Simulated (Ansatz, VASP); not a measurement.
**Two plane-wave programs on Rb3Ag**

```xyz
4
Lattice="6.1361 0.0000 0.0000 0.0000 6.1361 0.0000 0.0000 0.0000 6.1361" Properties=species:S:1:pos:R:3 pbc="T T T"
Rb    0.0000    3.0681    3.0681
Rb    3.0681    0.0000    3.0681
Rb    3.0681    3.0681    0.0000
Ag    0.0000    0.0000    0.0000
```

Alike in both runs: functional PBE; k mesh 8 × 8 × 8; occupations gaussian, width 0.1 eV; no spin polarisation.

Ansatz relaxed the structure, and its values are those at the end. VASP's run is a single point on that final structure, the one shown.

|  | VASP | Ansatz |
| --- | --- | --- |
| version | VASP 6.6.1 | Ansatz 0.2.0 |
| potentials or method | VASP PAW PBE potentials, release 64 (Rb_sv, Ag), cutoff 520 eV | scalar-relativistic, plane waves, PAW |
| valence electrons in the cell | 38 | 46 |

|  | VASP | Ansatz | Ansatz less VASP |
| --- | --- | --- | --- |
| gap on the k mesh at the Fermi level (eV) | none | none | - |
| pressure (GPa) | 0.0 | 0.0 | 0.00 |

A gap of «none» marks a metal or a gap that the smearing closes. VASP's potentials hold 38 valence electrons a cell and Ansatz's 46, so a difference there can come from the potentials and not from the codes.
